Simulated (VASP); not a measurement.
## F: single point with r2SCAN

The system is F.

```
F
1.0
     0.00000    2.39727    2.39727
     2.39727    0.00000    2.39727
     2.39727    2.39727    0.00000
F
2
Cartesian
  0.0000 0.0000 0.0000
  1.1986 1.1986 1.1986
```

```yaml
Program: VASP 6.6.1
Task: single point
Functional: r2SCAN
Potentials_or_basis: VASP PAW PBE potentials, release 64 (F)
Cutoff: 520 eV
k_mesh: 12 × 12 × 12
Occupations: fermi-dirac, width 0.1 eV
Spin: no spin polarisation
```

```
Pressure               : -0.6 GPa
Band gap on the k mesh : zero (bands 7 and 8 overlap by 1.07 eV)
```

Levels at points of the mesh, in eV from the Fermi level:
| k point | band 4 | band 5 | band 6 | band 7 | band 8 | band 9 | band 10 | band 11 |
| --- | --- | --- | --- | --- | --- | --- | --- | --- |
| (0.00, 0.00, 0.00) | -2.70 | -2.70 | -0.77 | -0.77 | -0.77 | 10.59 | 25.41 | 25.41 |
| (0.50, 0.00, 0.00) | -3.20 | -3.20 | -0.26 | -0.26 | -0.25 | 14.47 | 16.77 | 22.43 |
| (0.50, 0.50, 0.00) | -3.76 | -1.95 | -1.95 | 0.30 | 0.30 | 15.42 | 15.42 | 23.53 |

Wall time 54 s on 1 thread of Intel(R) Xeon(R) 6975P-C (Granite Rapids), with other jobs on the host, peak memory 0.16 GiB.

Caveat: the PAW data sets were made with another functional, which shifts forces and pressure a little.
